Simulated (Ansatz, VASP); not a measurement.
**One calculation of Rb, two programs**

```xyz
1
Lattice="4.6200 0.0000 0.0000 0.0000 4.6200 0.0000 0.0000 0.0000 4.6200" Properties=species:S:1:pos:R:3 pbc="T T T"
Rb    0.0000    0.0000    0.0000
```

Alike in both runs: task single point; functional PBE; k mesh 4 × 4 × 4; occupations gaussian, width 0.1 eV; no spin polarisation.

```csv
,VASP,Ansatz
version,VASP 6.6.1,Ansatz 0.2.0
potentials or method,"VASP PAW PBE potentials, release 64 (Rb_sv), cutoff 520 eV","scalar-relativistic, plane waves, PAW"
valence electrons in the cell,9,9
```

|  | VASP | Ansatz | Ansatz less VASP |
| --- | --- | --- | --- |
| gap on the k mesh at the Fermi level (eV) | none | none | - |
| pressure (GPa) | 0.0 | 0.0 | 0.00 |

A gap of «none» marks a metal or a gap that the smearing closes. The functional is the same, so the differences come from potentials, cutoffs and numerics.
